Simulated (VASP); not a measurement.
A run of VASP 6.6.1 is set up as follows.

Contents of INCAR:

```
SYSTEM = Y
  PREC = Accurate
  ENCUT = 520
  EDIFF = 1E-6
  ISMEAR = -1
  SIGMA = 0.1
  LREAL = .FALSE.
  LASPH = .TRUE.
  NELM = 60
  ALGO = Normal
  ISIF = 2
  LWAVE = .FALSE.
  LCHARG = .FALSE.
  GGA = B5
  ALDAX = 1.0
  AGGAX = 1.0
  AGGAC = 1.0
  ALDAC = 0.0
  NBANDS = 24
```

KPOINTS

```
regular mesh
0
G
  7 7 10
  0 0 0
```

Contents of POSCAR:

```
Y
1.0
    5.4622633799      0.0000000000      0.0000000000
   -2.7311316899      4.7304588491      0.0000000000
    0.0000000000      0.0000000000      3.4141702749
Y
3
Direct
    1.0000000000      0.0000000000      0.0000000000
    0.3333333333      0.6666666667      0.5000000000
    0.6666666667      0.3333333333      0.5000000000
```

Potentials or basis: VASP PAW PBE potentials, release 64 (Y_sv).

The run is started by

```console
$ cat potpaw_PBE.64/Y_sv/POTCAR > POTCAR
$ mpirun -np 1 vasp_std > vasp.out
```

Estimate the band gap on the k mesh.

zero (an odd number of electrons rules out a gap without spin polarisation).

Estimate the pressure.

5.9 GPa.

Stress tensor (GPa, compression positive):
```
6.10 0.00 0.00
0.00 6.10 0.00
0.00 0.00 5.46
```

Caveat: the cell stands under pressure; the PAW data sets were made with another functional, which shifts forces and pressure a little.
